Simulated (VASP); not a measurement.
## Ti3CN3: single point with PBE

Slab: Ti3CN3, a slab with vacuum.

```xyz
7
Lattice="3.0029 0.0000 0.0000 0.0000 3.0029 0.0000 0.0000 0.0000 19.7585" Properties=species:S:1:pos:R:3 pbc="T T T"
Ti    1.5014    1.5014    4.0000
Ti    0.0000    0.0000    6.0708
Ti    1.5014    1.5014    8.0551
N     0.0000    0.0000    4.0000
N     1.5014    1.5014    6.0376
N     0.0000    0.0000    8.2585
C     0.7507    1.5014    9.9613
```

```json
{
  "Program": "VASP 6.6.1",
  "Task": "single point",
  "Functional": "PBE",
  "Potentials or basis": "VASP PAW PBE potentials, release 64 (Ti_sv, N, C)",
  "Cutoff": "520 eV",
  "k mesh": "9 × 9 × 1",
  "Occupations": "gaussian, width 0.1 eV",
  "Spin": "no spin polarisation"
}
```

```json
{"Largest force": "2.040 eV/Å"}
```

Forces on the atoms (eV/Å):
```
Ti   0.079  0.000  1.568
Ti   0.249  0.000  0.249
Ti   0.683  0.000  1.922
N   -0.154  0.000 -1.613
N   -0.055  0.000 -1.231
N    0.189  0.000 -0.908
C   -0.992  0.000  0.012
```

Levels at points of the mesh, in eV from the Fermi level:
```
           k point  band 25  band 26  band 27  band 28  band 29  band 30  band 31  band 32
(0.00, 0.00, 0.00)    -2.19    -2.07    -1.67    -0.78    -0.54     0.01     0.18     0.78
```

Wall time 2.6 min on 1 thread of Intel(R) Xeon(R) 6975P-C (Granite Rapids), with other jobs on the host, peak memory 0.36 GiB.
